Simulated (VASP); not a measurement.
A run of VASP 6.6.1:

INCAR

```
PREC = Accurate
ENCUT = 520
EDIFF = 1E-6
ISMEAR = 0
SIGMA = 0.05
LREAL = F
LASPH = T
NELM = 80
ALGO = Normal
ISIF = 2
LWAVE = F
LCHARG = F
GGA = PE
NBANDS = 18
```

File KPOINTS:

```
Automatic mesh
0
Gamma
  18 18 18
```

Contents of POSCAR:

```
Si2W
1.0
   -1.6145181012      1.6145181012      3.9335261857
    1.6145181012     -1.6145181012      3.9335261857
    1.6145181012      1.6145181012     -3.9335261857
Si W
2 1
Direct
    0.3345558511      0.3345558511      0.0000000000
    0.6654441489      0.6654441489      0.0000000000
    0.0000000000      0.0000000000      0.0000000000
```

Potentials or basis: VASP PAW PBE potentials, release 64 (Si, W_sv).

The run is started by

```bash
$ cat potpaw_PBE.64/Si/POTCAR potpaw_PBE.64/W_sv/POTCAR > POTCAR
$ mpirun -np 1 vasp_std > vasp.out
```

Hardware: 1 thread of Intel(R) Xeon(R) 6975P-C (Granite Rapids) (shared host).

Question: How long does it take, and how much memory?

Answer: Run time: 3 min on 1 thread of Intel(R) Xeon(R) 6975P-C (Granite Rapids), on a shared host, peak memory 0.46 GiB. Counts: scf iterations 12, k points 480.
